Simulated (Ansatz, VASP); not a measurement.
Two plane-wave programs on MgO

INCAR

```
SYSTEM = MgO
PREC = Accurate
ENCUT = 520
EDIFF = 1E-6
ISMEAR = 0
SIGMA = 0.05
LREAL = .False.
LASPH = .True.
NELM = 60
ALGO = Normal
ISIF = 2
LWAVE = .False.
LCHARG = .True.
GGA = PE
LELF = .True.
LVHAR = .True.
NBANDS = 11
```

KPOINTS

```
Automatic mesh
0
Gamma
  10 10 10
  0 0 0
```

POSCAR

```
MgO
1.0
    0.0000000000      2.2332690507      2.2332690507
    2.2332690507      0.0000000000      2.2332690507
    2.2332690507      2.2332690507      0.0000000000
Mg O
1 1
Direct
    0.0000000000      0.0000000000      0.0000000000
    0.5000000000      0.5000000000      0.5000000000
```

Input for Ansatz:

```yaml
crystal:
  lattice:
    - [0.0, 2.2332690507, 2.2332690507]
    - [2.2332690507, 0.0, 2.2332690507]
    - [2.2332690507, 2.2332690507, 0.0]
  atoms:
    - { symbol: Mg, position: [0.0, 0.0, 0.0] }
    - { symbol: O, position: [0.5, 0.5, 0.5] }
basis:
  ecutwfc: 420
kpoints:
  mp_grid: { grid: [10, 10, 10] }
hamiltonian:
  xc: pbe
scf:
  occupations: { method: gaussian, width: 0.05 }
output:
  forces: true
  stress: true
  eigenvalues: true
```

Change from the starting cell: strain +0.050 along x and y, +0.050 along z, atoms carried along.

Alike in both runs: task single point; functional PBE; k mesh 10 × 10 × 10; occupations gaussian, width 0.05 eV; no spin polarisation.

|  | VASP | Ansatz |
| --- | --- | --- |
| version | VASP 6.6.1 | Ansatz 0.2.0 |
| potentials or method | VASP PAW PBE potentials, release 64 (Mg, O), cutoff 520 eV | scalar-relativistic, plane waves, PAW |
| valence electrons in the cell | 8 | 16 |

```csv
,VASP,Ansatz,Ansatz less VASP
gap on the k mesh at the Fermi level (eV),3.19,3.21,+0.020
least direct gap on the mesh (eV),3.19,3.21,+0.020
pressure (GPa),-16.9,-16.2,+0.69
```

VASP's potentials hold 8 valence electrons a cell and Ansatz's 16, so a difference there can come from the potentials and not from the codes.
